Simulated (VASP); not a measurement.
Write the native input for VASP 6.6.1 that does the following.

| Property | Result |
| --- | --- |
| Task | single point |
| Functional | PBE |
| Potentials or basis | VASP PAW PBE potentials, release 64 (Si, Te) |
| Cutoff | 520 eV |
| k mesh | 1 × 1 × 23 |
| Occupations | gaussian, width 0.05 eV |
| Spin | collinear spin |
| Starting moments | [0.0, 0.0, 0.0, 1.0, 0.0, 0.0, 0.0, 0.0, 1.0] μB |
| Dipole correction | no |
| Further INCAR settings | ALGO = Fast; EDIFF = 1e-06; NBANDS = 38 |

The structure of SiTe2 lies in POSCAR:

```
SiTe2
1.0
   17.8000000000      0.0000000000      0.0000000000
    0.0000000000     12.5000000000      0.0000000000
    0.0000000000      0.0000000000      3.6681845372
Si Te
3 6
Direct
    0.3171593050      0.5302468094      0.0000000000
    0.5000000000      0.5000000000      0.5000000000
    0.6828406950      0.4697531906      0.0000000000
    0.2305724918      0.6099667191      0.5000000000
    0.4439044186      0.6372734344      0.0000000000
    0.6286446774      0.6182131386      0.5000000000
    0.3713553226      0.3817868614      0.5000000000
    0.5560955814      0.3627265656      0.0000000000
    0.7694275082      0.3900332809      0.5000000000
```

These files were run (other wordings do the same):

INCAR

```
SYSTEM = SiTe2
  ALGO = Fast
  EDIFF = 1E-6
  ENCUT = 520
  GGA = PE
  ISIF = 2
  ISMEAR = 0
  ISPIN = 2
  LASPH = .TRUE.
  LCHARG = .TRUE.
  LELF = .TRUE.
  LORBIT = 11
  LREAL = .FALSE.
  LVHAR = .TRUE.
  LWAVE = .FALSE.
  MAGMOM = 0 0 0 1 0 0 0 0 1
  NBANDS = 38
  NELM = 150
  PREC = Accurate
  SIGMA = 0.05
```

KPOINTS

```
k-points
0
G
  1 1 23
  0 0 0
```

Potentials or basis: VASP PAW PBE potentials, release 64 (Si, Te).

Command:

```sh
$ cat potpaw_PBE.64/Si/POTCAR potpaw_PBE.64/Te/POTCAR > POTCAR
$ mpirun -np 1 vasp_std > vasp.out
```

Results of the run:

```
Largest force                                         : 0.027 eV/Å
Band gap on the k mesh                                : zero (filled and empty bands overlap)
Net moment                                            : 0.00 μB per cell
Valence electrons inside the program's atomic spheres : Si 1.52, 1.48 (each value once); Te 3.38, 3.39, 3.35 (each value once)
```

Caveat: spin-orbit coupling is left out, which moves the levels of the heavy elements.

It took 52 min on 1 thread of Oxide Virtual Turin-like Processor (shared host), peak memory 1.3 GiB.
